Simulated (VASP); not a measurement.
Write the native input for VASP 6.6.1 that does the following.

| Item | Value |
| --- | --- |
| Task | single point |
| Functional | PBE |
| Potentials or basis | VASP PAW PBE potentials, release 64 (Cd, F) |
| Cutoff | 520 eV |
| k mesh | 8 × 8 × 8 |
| Occupations | gaussian, width 0.05 eV |
| Spin | no spin polarisation |
| Dipole correction | no |
| Further INCAR settings | ALGO = Normal; EDIFF = 1e-06; NBANDS = 20 |

The structure of CdF2 lies in POSCAR:

```
CdF2
1.0
    0.0000000000      2.5398915675      2.6793316145
    2.5398915675      0.0000000000      2.6793316145
    2.5398915675      2.5398915675      0.0000000000
Cd F
1 2
Direct
    0.0000000000      0.0000000000      0.0000000000
    0.2500000000      0.2500000000      0.2500000000
    0.7500000000      0.7500000000      0.7500000000
```

One way to write it, as run:

INCAR

```
SYSTEM = CdF2
  ALGO = Normal
  EDIFF = 1E-6
  ENCUT = 520
  GGA = PE
  ISIF = 2
  ISMEAR = 0
  LASPH = .TRUE.
  LCHARG = .FALSE.
  LREAL = .FALSE.
  LWAVE = .FALSE.
  NBANDS = 20
  NELM = 80
  PREC = Accurate
  SIGMA = 0.05
```

KPOINTS

```
k-points
0
G
  8 8 8
  0 0 0
```

Potentials or basis: VASP PAW PBE potentials, release 64 (Cd, F).

Run with:

```console
$ cat potpaw_PBE.64/Cd/POTCAR potpaw_PBE.64/F/POTCAR > POTCAR
$ mpirun -np 1 vasp_std > vasp.out
```

It gave:

| Item | Value |
| --- | --- |
| Pressure | 26.4 GPa |
| Band gap on the k mesh | 3.44 eV (least direct gap 3.69 eV) |

Caveat: the cell stands under pressure.

Run time: 19 s on 1 thread of AMD EPYC 9R45 96-Core Processor (Zen 5), on a shared host, peak memory 0.15 GiB.
